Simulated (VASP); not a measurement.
# PtSe2 (R-3m) in VASP: single point with LDA+U

Aim: the single point of PtSe2 with LDA+U.

Program: VASP 6.6.1. These are calculated values, not measurements. Logs are shortened: lines on timing, memory, paths and dates and some standing lists are left out, and cuts for length are marked.

### Step 1. The cell of the first run

It takes space group R-3m (No. 166, trigonal). Conventional cell: a = 3.827 Å, b = 3.827 Å, c = 17.358 Å, α = 90.00°, β = 90.00°, γ = 120.00°. Within 3.5 Å of Pt (site symmetry -3m) lie 6 Se at 2.62 Å. Se (site symmetry 3m) has 3 Pt at 2.62 Å and 12 Se at 3.59 to 3.83 Å within 3.9 Å.

### Step 2. Single point, LDA+U, collinear spin

INCAR reads:

```
SYSTEM = PtSe2
  PREC = Accurate
  ENCUT = 520
  EDIFF = 1E-7
  ISMEAR = 0
  SIGMA = 0.05
  LREAL = .False.
  LASPH = .True.
  NELM = 150
  ALGO = Normal
  ISIF = 2
  LWAVE = .False.
  LCHARG = .False.
  ISPIN = 2
  MAGMOM = 4 0 0
  LORBIT = 11
  LMAXMIX = 4
  LDAU = .True.
  LDAUTYPE = 1
  LDAUL = 2 -1
  LDAUU = 6 0
  LDAUJ = 0.7 0
  LDAUPRINT = 1
  NBANDS = 22
```

KPOINTS reads:

```
Automatic mesh
0
Gamma
  6 6 6
  0 0 0
```

POSCAR reads:

```
PtSe2
1.0
    1.9137262300      1.1048903500      5.7859151500
   -1.9137262300      1.1048903500      5.7859151500
    0.0000000000     -2.2097807100      5.7859151500
Pt Se
1 2
Direct
    0.0000000000      0.0000000000      0.0000000000
    0.2520000000      0.2520000000      0.2520000000
    0.7480000000      0.7480000000      0.7480000000
```

Potentials or basis: VASP PAW LDA potentials, release 64 (Pt, Se).

Started as:

```sh
$ cat potpaw_LDA.64/Pt/POTCAR potpaw_LDA.64/Se/POTCAR > POTCAR
$ mpirun -np 1 vasp_std > vasp.out
```

OUTCAR:

```text
SYSTEM = PtSe2
   PREC = Accurate
   ENCUT = 520
   EDIFF = 1E-7
   ISMEAR = 0
   LREAL = .False.
   LASPH = .True.
   NELM = 150
   ISIF = 2
   ISPIN = 2
   LORBIT = 11

 ion  position               nearest neighbor table
   1  0.000  0.000  0.000-   3 2.62   3 2.62   2 2.62   2 2.62   3 2.62   2 2.62
   2  0.252  0.252  0.252-   1 2.62   1 2.62   1 2.62
   3  0.748  0.748  0.748-   1 2.62   1 2.62   1 2.62

  LATTYP: Found a trigonal (rhomboedric) cell.
 ALAT       =     6.1935405780
 COS(alpha) =     0.8090535276

  Lattice vectors:

 A1 = (   1.9137262300,   1.1048903500,   5.7859151500)
 A2 = (  -1.9137262300,   1.1048903500,   5.7859151500)
 A3 = (   0.0000000000,  -2.2097807100,   5.7859151500)

Analysis of symmetry for initial positions (statically):
=====================================================================
 Subroutine PRICEL returns:
 Original cell was already a primitive cell.

 Routine SETGRP: Setting up the symmetry group for a
 trigonal (rhombohedral) supercell.

 Subroutine GETGRP returns: Found 12 space group operations
 (whereof 12 operations were pure point group operations)
 out of a pool of 12 trial point group operations.

The static configuration has the point symmetry D_3d.

Analysis of symmetry for dynamics (positions and initial velocities):
=====================================================================
 Subroutine PRICEL returns:
 Original cell was already a primitive cell.

 Routine SETGRP: Setting up the symmetry group for a
 trigonal (rhombohedral) supercell.

 Subroutine GETGRP returns: Found 12 space group operations
 (whereof 12 operations were pure point group operations)
 out of a pool of 12 trial point group operations.

The dynamic configuration has the point symmetry D_3d.

Analysis of structural, dynamic, and magnetic symmetry:
=====================================================================
 Subroutine PRICEL returns:
 Original cell was already a primitive cell.

 Routine SETGRP: Setting up the symmetry group for a
 trigonal (rhombohedral) supercell.

 Subroutine GETGRP returns: Found 12 space group operations
 (whereof 12 operations were pure point group operations)
 out of a pool of 12 trial point group operations.

The overall configuration has the point symmetry D_3d.

 Subroutine INISYM returns: Found 12 space group operations
 (whereof 12 operations are pure point group operations),
 and found     1 'primitive' translations

----------------------------------------------------------------------------------------

                                     Primitive cell

  volume of cell :      73.4044

  direct lattice vectors                    reciprocal lattice vectors
     1.913726230  1.104890350  5.785915150     0.261270391  0.150844531  0.057611169
    -1.913726230  1.104890350  5.785915150    -0.261270391  0.150844531  0.057611169
     0.000000000 -2.209780710  5.785915150     0.000000000 -0.301689061  0.057611168

  length of vectors
     6.193540578  6.193540578  6.193540579     0.307140581  0.307140581  0.307140581

  position of ions in fractional coordinates (direct lattice)
     0.000000000  0.000000000  0.000000000
     0.252000000  0.252000000  0.252000000
     0.748000000  0.748000000  0.748000000

  ion indices of the primitive-cell ions
   primitive index   ion index
                 1           1
                 2           2
                 3           3

----------------------------------------------------------------------------------------

 KPOINTS: Automatic mesh

Automatic generation of k-mesh.
 Grid dimensions read from file:
 generate k-points for:    6    6    6

 Generating k-lattice:

  Cartesian coordinates                     Fractional coordinates (reciprocal lattice)
     0.043545065  0.025140755  0.009601861     0.166666667 -0.000000000 -0.000000000
    -0.043545065  0.025140755  0.009601861    -0.000000000  0.166666667 -0.000000000
     0.000000000 -0.050281510  0.009601861     0.000000000  0.000000000  0.166666667

  Length of vectors
     0.051190097  0.051190097  0.051190097

  Shift w.r.t. Gamma in fractional coordinates (k-lattice)
     0.000000000  0.000000000  0.000000000

 Subroutine IBZKPT returns following result:
 ===========================================

 Found     32 irreducible k-points:

 Following reciprocal coordinates:
            Coordinates               Weight
  0.000000  0.000000  0.000000      1.000000
  0.166667 -0.000000  0.000000      6.000000
  0.333333  0.000000  0.000000      6.000000
  0.500000  0.000000 -0.000000      3.000000
  0.166667  0.166667  0.000000      6.000000
  0.333333  0.166667  0.000000     12.000000
[... 16 lines left out ...]
  0.500000  0.500000  0.166667      6.000000
 -0.333333  0.500000  0.166667     12.000000
 [... further k-points ...]
   k-points           NKPTS =     32   k-points in BZ     NKDIM =     32   number of bands    NBANDS=     22
   number of dos      NEDOS =    301   number of ions     NIONS =      3
   total plane-waves  NPLWV = 110592
   dimension x,y,z NGX =    48 NGY =   48 NGZ =   48
   dimension x,y,z NGXF=    96 NGYF=   96 NGZF=   96
   ions per type =               1   2
   NGX,Y,Z   is equivalent  to a cutoff of  12.88, 12.88, 12.88 a.u.
   NGXF,Y,Z  is equivalent  to a cutoff of  25.77, 25.77, 25.77 a.u.
 SYSTEM =  PtSe2
   PREC   = accura    normal or accurate (medium, high low for compatibility)
   ISTART =      0    job   : 0-new  1-cont  2-samecut
   ICHARG =      2    charge: 1-file 2-atom 10-const
   ISPIN  =      2    spin polarized calculation?
   LNONCOLLINEAR =      F non collinear calculations
   LSORBIT =      F    spin-orbit coupling
   LASPH  =      T    aspherical Exc in radial PAW
   ENCUT  =  520.0 eV  38.22 Ry    6.18 a.u.  11.52 11.52 11.52*2*pi/ulx,y,z
   NELM   =    150;   NELMIN=  2; NELMDL= -5     # of ELM steps
   EDIFF  = 0.1E-06   stopping-criterion for ELM
   LREAL  =      F    real-space projection
   EDIFFG = 0.1E-05   stopping-criterion for IOM
   NSW    =      0    number of steps for IOM
   IBRION =     -1    ionic relax: 0-MD 1-quasi-New 2-CG
   NFREE  =      0    steps in history (QN), initial steepest desc. (CG)
   ISIF   =      2    stress and relaxation
   ISYM   =      2    0-nonsym 1-usesym 2-fastsym
   POTIM  = 0.5000    time-step for ionic-motion
   TEBEG  =    0.0;   TEEND  =   0.0 temperature during run
   PSTRESS=    0.0 pullay stress
   NELECT =      22.0000    total number of electrons
   NUPDOWN=      -1.0000    fix difference up-down
   EMIN   =  10.00;   EMAX   =-10.00  energy-range for DOS
   EFERMI =   0.00;   METHOD = LEGACY
   ISMEAR =     0;   SIGMA  =   0.05  broadening in eV -4-tet -1-fermi 0-gaus
   EFERMI_NEDOS =   21; number of points for ismear=-14 and -15
   IALGO  =     38    algorithm
   IMIX   =      4    mixing-type and parameters
     AMIX     =   0.40;   BMIX     =  1.00
     AMIX_MAG =   1.60;   BMIX_MAG =  1.00
  volume/ion in A,a.u.               =      24.47       165.12
  Fermi-wavevector in a.u.,A,eV,Ry     =   1.095574  2.070334 16.330826  1.200282
  Thomas-Fermi vector in A             =   2.231900
   LORBIT       =     11    0 simple, 1 ext, 2 COOP (PROOUT), +10 PAW based schemes
 LDA+U is selected, type is set to LDAUTYPE =  1
   angular momentum for each species LDAUL =     2   -1
   U (eV)           for each species LDAUU =   6.0  0.0
   J (eV)           for each species LDAUJ =   0.7  0.0
   GGA     = CA    functional components
   LHFCALC =     F    Hartree Fock is set to
   AEXX    =    0.0000 exact exchange contribution
   IVDW    =     0    specifies the selected vdW correction
   LEPSILON=     F    determine dielectric tensor
   LRPA    =     F    only Hartree local field effects (RPA)
 spin polarized calculation
 Gauss-broadening in eV      SIGMA  =   0.05
  energy-cutoff  :      520.00
  volume of cell :       73.40
 maximum number of plane-waves:      1995
 NGX is ok and might be reduce to    48
   NGX = 23   NGY = 23   NGZ = 23

 number of electron      21.9999999 magnetization      -0.0002835

atom =   1  type =  1  l = 2

 onsite density matrix

spin component  1

  0.8544 -0.0000  0.0000 -0.1194 -0.0000
 -0.0000  0.7723 -0.0000  0.0000 -0.1194
  0.0000 -0.0000  0.9384 -0.0000 -0.0000
 -0.1194  0.0000 -0.0000  0.7723  0.0000
 -0.0000 -0.1194 -0.0000  0.0000  0.8544

spin component  2

  0.8543 -0.0000  0.0000 -0.1194 -0.0000
 -0.0000  0.7723 -0.0000  0.0000 -0.1194
  0.0000 -0.0000  0.9384 -0.0000 -0.0000
 -0.1194  0.0000 -0.0000  0.7723  0.0000
 -0.0000 -0.1194 -0.0000  0.0000  0.8543

 occupancies and eigenvectors

  o =  0.6871  v =  0.0000  0.0000  0.0000  0.0000  0.0000  0.5810  0.0000 -0.0000  0.8139  0.0000      0.0000  0.0000  0.0000  0.0000  0.0000  0.0000  0.0000  0.0000  0.0000  0.0000
  o =  0.6871  v =  0.0000  0.0000  0.0000  0.0000  0.0000  0.0000  0.8139  0.0000 -0.0000  0.5810      0.0000  0.0000  0.0000  0.0000  0.0000  0.0000  0.0000  0.0000  0.0000  0.0000
  o =  0.6871  v = -0.5810  0.0000  0.0000 -0.8139  0.0000  0.0000  0.0000  0.0000  0.0000  0.0000      0.0000  0.0000  0.0000  0.0000  0.0000  0.0000  0.0000  0.0000  0.0000  0.0000
  o =  0.6871  v =  0.0000  0.8139  0.0000  0.0000  0.5810  0.0000  0.0000  0.0000  0.0000  0.0000      0.0000  0.0000  0.0000  0.0000  0.0000  0.0000  0.0000  0.0000  0.0000  0.0000
  o =  0.9384  v = -0.0000 -0.0000  1.0000  0.0000  0.0000  0.0000  0.0000  0.0000  0.0000  0.0000      0.0000  0.0000  0.0000  0.0000  0.0000  0.0000  0.0000  0.0000  0.0000  0.0000
  o =  0.9384  v =  0.0000  0.0000  0.0000  0.0000  0.0000  0.0000 -0.0000  1.0000  0.0000  0.0000      0.0000  0.0000  0.0000  0.0000  0.0000  0.0000  0.0000  0.0000  0.0000  0.0000
  o =  0.9396  v =  0.0000  0.0000  0.0000  0.0000  0.0000  0.0000  0.5810  0.0000  0.0000 -0.8139      0.0000  0.0000  0.0000  0.0000  0.0000  0.0000  0.0000  0.0000  0.0000  0.0000
  o =  0.9396  v =  0.0000  0.0000  0.0000  0.0000  0.0000 -0.8139  0.0000 -0.0000  0.5810  0.0000      0.0000  0.0000  0.0000  0.0000  0.0000  0.0000  0.0000  0.0000  0.0000  0.0000
  o =  0.9396  v =  0.0000  0.5810  0.0000 -0.0000 -0.8139  0.0000  0.0000  0.0000  0.0000  0.0000      0.0000  0.0000  0.0000  0.0000  0.0000  0.0000  0.0000  0.0000  0.0000  0.0000
  o =  0.9396  v =  0.8139 -0.0000 -0.0000 -0.5810  0.0000  0.0000  0.0000  0.0000  0.0000  0.0000      0.0000  0.0000  0.0000  0.0000  0.0000  0.0000  0.0000  0.0000  0.0000  0.0000

 number of electron      21.9999999 magnetization       0.0000571

 Free energy of the ion-electron system (eV)
  ---------------------------------------------------
  ext. energy  EPLUGINS =         0.00000000
  ---------------------------------------------------
  free energy    TOTEN  =       -12.86535368 eV

  energy without entropy =      -12.86476462  energy(sigma->0) =      -12.86505915

 E-fermi :   3.9754     XC(G=0):  -9.9566

 val. band max:        3.6417109841   @ k =   0.3333   0.1667   0.1667
 cond. band min:       4.0049899236   @ k =   0.0000   0.0000   0.0000
 fundamental gap:      0.3632789395
 Fermi energy:         3.9753958135

 spin component 1

 k-point     1 :       0.0000    0.0000    0.0000
  band No.  band energies     occupation
      1     -10.1927      1.00000
      2      -8.5959      1.00000
      3      -2.3953      1.00000
      4      -1.5322      1.00000
      5      -1.5322      1.00000
      6      -0.4066      1.00000
[... 574 lines left out ...]
      6      -0.6888      1.00000
[... 14 lines left out ...]
     21      16.8544      0.00000
     22      17.5841      0.00000

 [... further k-points ...]

 spin component 2

 k-point     1 :       0.0000    0.0000    0.0000
  band No.  band energies     occupation
      1     -10.1927      1.00000
      2      -8.5959      1.00000
      3      -2.3953      1.00000
      4      -1.5320      1.00000
      5      -1.5320      1.00000
      6      -0.4065      1.00000
[... 574 lines left out ...]
      6      -0.6887      1.00000
[... 14 lines left out ...]
     21      16.8544      0.00000
     22      17.5841      0.00000

 [... further k-points ...]

------------------------ aborting loop because EDIFF is reached ----------------------------------------

  FORCE on cell =-STRESS in cart. coord.  units (eV):
  Direction    XX          YY          ZZ          XY          YZ          ZX
  --------------------------------------------------------------------------------------
  -------------------------------------------------------------------------------------
  Total       -7.1313159     -7.1313159     -6.1078260      0.0000000      0.0000000      0.0000000
  in kB     -155.6531651   -155.6531649   -133.3137476      0.0000000      0.0000001      0.0000000
  external PRESSURE =    -148.2066925 kB  Pullay stress =       0.0000000 kB

 VOLUME and BASIS-vectors are now :
 -----------------------------------------------------------------------------
  energy-cutoff  :      520.00
  volume of cell :       73.40
      direct lattice vectors                 reciprocal lattice vectors
     1.913726230  1.104890350  5.785915150     0.261270391  0.150844531  0.057611169
    -1.913726230  1.104890350  5.785915150    -0.261270391  0.150844531  0.057611169
     0.000000000 -2.209780710  5.785915150     0.000000000 -0.301689061  0.057611168

 POSITION                                       TOTAL-FORCE (eV/Angst)
 -----------------------------------------------------------------------------------
      0.00000      0.00000      0.00000         0.000000      0.000000     -0.000000
      0.00000     -0.00000      4.37415         0.000000     -0.000000      1.872350
      0.00000     -0.00000     12.98359         0.000000      0.000000     -1.872350
 -----------------------------------------------------------------------------------
    total drift:                               -0.000000     -0.000000     -0.000000

  FREE ENERGIE OF THE ION-ELECTRON SYSTEM (eV)
  ---------------------------------------------------
  free  energy   TOTEN  =       -12.8653536752 eV

  energy  without entropy=      -12.8647646207  energy(sigma->0) =      -12.86505915

 total charge

# of ion       s       p       d       tot
------------------------------------------
    1        0.585   0.514   8.325   9.424
    2        1.490   2.157   0.037   3.684
    3        1.490   2.157   0.037   3.684
--------------------------------------------------
tot          3.566   4.827   8.399  16.791

 magnetization (x)

# of ion       s       p       d       tot
------------------------------------------
    1        0.000   0.000   0.000   0.000
    2        0.000  -0.000   0.000  -0.000
    3        0.000  -0.000   0.000  -0.000
--------------------------------------------------
tot          0.000  -0.000   0.000   0.000
```

It took 7.5 min on 1 thread of AMD EPYC 7R13, shared host; peak memory 0.3 GiB.

Results:

```yaml
Free_energy: -12.8654 eV
Pressure: -14.8 GPa
Largest_force: 1.872 eV/Å
Band_gap_on_the_k_mesh: 0.01 eV (least direct gap 0.66 eV)
Net_moment: 0.00 μB per cell
Valence_electrons_inside_the_program's_atomic_spheres: Pt 9.42; Se 3.68
```

Forces on the atoms (eV/Å):
```
Pt   0.000  0.000  0.000
Se   0.000  0.000  1.872
Se   0.000  0.000 -1.872
```

Eigenvalues of the final occupation matrices:
```tsv
site	spin	trace	eigenvalues
site 1 d	1	4.19	0.69 0.69 0.94 0.94 0.94
site 1 d	2	4.19	0.69 0.69 0.94 0.94 0.94
```

Caveat: the cell stands under tension; the smearing spreads over this small gap; spin-orbit coupling is left out, which moves the levels of the heavy elements; forces of over 1 eV/Å act on the atoms, so gaps and moduli don't describe the material at rest.

The gap in the log of VASP goes by the Fermi energy; the results here count the filled bands.